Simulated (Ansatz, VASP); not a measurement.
# Two plane-wave programs on SbSe2

```
Sb Se
1.0
     3.89170    0.00000    0.00000
    -1.94585    3.37031    0.00000
     0.00000    0.00000    6.82361
Sb Se
1 2
Direct
  0.00000 0.00000 0.00000
  0.66667 0.33333 0.75501
  0.33333 0.66667 0.24499
```

Change from the starting cell: species swapped into the TaS2 type (P-3m1, No. 164).

Alike in both runs: task relaxation of cell and atoms; functional PBE; k mesh 12 × 12 × 8; occupations gaussian, width 0.1 eV; no spin polarisation.

|  | VASP | Ansatz |
| --- | --- | --- |
| version | VASP 6.6.1 | Ansatz 0.2.0 |
| potentials or method | VASP PAW PBE potentials, release 64 (Sb, Se), cutoff 600 eV | scalar-relativistic, plane waves, PAW |
| valence electrons in the cell | 17 | 47 |

|  | VASP | Ansatz | Ansatz less VASP |
| --- | --- | --- | --- |
| gap on the k mesh at the Fermi level, each at its own relaxed structure (eV) | none | none | - |
| relaxed volume (Å³/atom) | 28.92 | 28.87 | -0.055 |
| relaxed cell length with the largest relative difference (Å) | 6.621 | 6.600 | -0.0207 |

A gap of «none» marks a metal or a gap that the smearing closes. VASP's potentials hold 17 valence electrons a cell and Ansatz's 47, so a difference there can come from the potentials and not from the codes.

Neither program's run includes spin-orbit coupling.
